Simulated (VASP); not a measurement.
Set up this calculation in VASP 6.6.1, as the native input.

```yaml
Task: relaxation of cell and atoms
Functional: PBE
Potentials_or_basis: VASP PAW PBE potentials, release 64 (Zn, O)
Cutoff: 600 eV
k_mesh: 12 × 12 × 7
Occupations: fermi-dirac, width 0.08 eV
Spin: no spin polarisation
Dipole_correction: no
Further_INCAR_settings: ALGO = Normal; EDIFF = 1e-06; IBRION = 2; EDIFFG = -0.005; NSW = 100; ISIF = 3
```

The structure of ZnO (wurtzite type) lies in POSCAR:

```
ZnO
1.0
    3.1588556782      0.0000000000      0.0000000000
   -1.5794278391      2.7356492642      0.0000000000
    0.0000000000      0.0000000000      5.1489347554
Zn O
2 2
Direct
    0.3333333333      0.6666666667      0.0000000000
    0.6666666667      0.3333333333      0.5000000000
    0.3333333333      0.6666666667      0.3760000000
    0.6666666667      0.3333333333      0.8760000000
```

These files were run (other wordings do the same):

INCAR

```
SYSTEM = ZnO
  PREC = Accurate
  ENCUT = 600
  EDIFF = 1E-6
  ISMEAR = -1
  SIGMA = 0.08
  LREAL = .False.
  LASPH = .True.
  NELM = 60
  ALGO = Normal
  ISIF = 3
  LWAVE = .False.
  LCHARG = .False.
  GGA = PE
  IBRION = 2
  NSW = 100
  EDIFFG = -0.005
```

KPOINTS

```
Automatic mesh
0
Gamma
  12 12 7
  0 0 0
```

Potentials or basis: VASP PAW PBE potentials, release 64 (Zn, O).

The run is started by

```bash
$ cat potpaw_PBE.64/Zn/POTCAR potpaw_PBE.64/O/POTCAR > POTCAR
$ mpirun -np 1 vasp_std > vasp.out
```

It gave:

```
Relaxed volume                        : 12.40 Å³/atom
Relaxed cell                          : a = 3.286 Å, b = 3.286 Å, c = 5.304 Å, α = 90.00°, β = 90.00°, γ = 120.00°
Space group after relaxing (to 0.1 Å) : P6_3mc (No. 186)
Energy gained by relaxing             : 64.6 meV/atom
Ionic steps                           : 10
Pressure after relaxing               : 0.0 GPa
Band gap on the k mesh                : 0.72 eV
```

Run time: 7.7 min on 1 thread of Intel(R) Xeon(R) 6975P-C (Granite Rapids) (shared host), peak memory 0.22 GiB.
